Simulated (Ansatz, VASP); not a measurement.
## InP: VASP beside Ansatz

```xyz
2
Lattice="0.0000 2.8264 2.8550 2.8264 0.0000 2.8550 2.8264 2.8264 0.0000" Properties=species:S:1:pos:R:3 pbc="T T T"
In    0.0000    0.0000    0.0000
P     2.8264    2.8264    2.8550
```

Change from the starting cell: equal xx and yy strain of -1 %.

Alike in both runs: task single point; functional PBEsol; k mesh 11 × 11 × 11; occupations fermi-dirac, width 0.03 eV; no spin polarisation.

```csv
,VASP,Ansatz
version,VASP 6.6.1,Ansatz 0.2.0
potentials or method,"VASP PAW PBE potentials, release 64 (In_d, P), cutoff 520 eV","all-electron LAPW, scalar-relativistic"
```

```tsv
	VASP	Ansatz	Ansatz less VASP
pressure (GPa)	-7.4	-7.4	0.00
traceless stress, the component that is largest in VASP (GPa)	-0.54	-0.54	0.000
```

VASP's potentials were made for PBE, not for PBEsol. Ansatz ran all-electron here, and VASP with PAW potentials.
